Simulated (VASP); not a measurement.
A run of VASP 6.6.1 is set up as follows.

File INCAR:

```
PREC = Accurate ; ENCUT = 500
EDIFF = 1E-6 ; ISMEAR = 0
SIGMA = 0.1 ; LREAL = False
LASPH = True ; NELM = 200
ALGO = Normal ; ISIF = 2
LWAVE = False ; LCHARG = True
GGA = PE ; LELF = True
LVHAR = True ; NBANDS = 25
GGA_COMPAT = False ; LMAXMIX = 6
```

The input KPOINTS:

```
Automatic mesh
0
Gamma
  6 6 2
```

Contents of POSCAR:

```
SmAgTe2
1.0
    3.6697790568     -0.0000000026      0.0000000000
   -1.8348895261      3.1781218907      0.0000000000
    0.0000000000      0.0000000000     11.3025500494
Sm Ag Te
1 1 2
Direct
    0.0000000000      0.0000000000      0.5000000000
    0.0000000000      0.0000000000      0.0000000000
    0.0000000000      0.0000000000      0.7667709098
    0.0000000000      0.0000000000      0.2332290902
```

Potentials or basis: VASP PAW PBE potentials, release 64 (Sm_3, Ag, Te), 4f in core.

The run is started by

```sh
$ cat potpaw_PBE.64/Sm_3/POTCAR potpaw_PBE.64/Ag/POTCAR potpaw_PBE.64/Te/POTCAR > POTCAR
$ mpirun -np 1 vasp_std > vasp.out
```

Task: Estimate the pressure.

Result: 0.2 GPa.

Task: Estimate the largest force.

Result: 0.021 eV/Å.

Task: Predict the band gap on the k mesh.

Result: Zero (bands 17 and 18 overlap by 1.49 eV).

Stress tensor (GPa, compression positive):
```
0.09 0.00 0.00
0.00 0.09 0.00
0.00 0.00 0.42
```

Caveat: spin-orbit coupling is left out, which moves the levels of the heavy elements; the 4f electrons are frozen in the core, so they carry no moment and show no levels. Spin polarisation is off, so any magnetic state and its effect on volume and gap are missing.
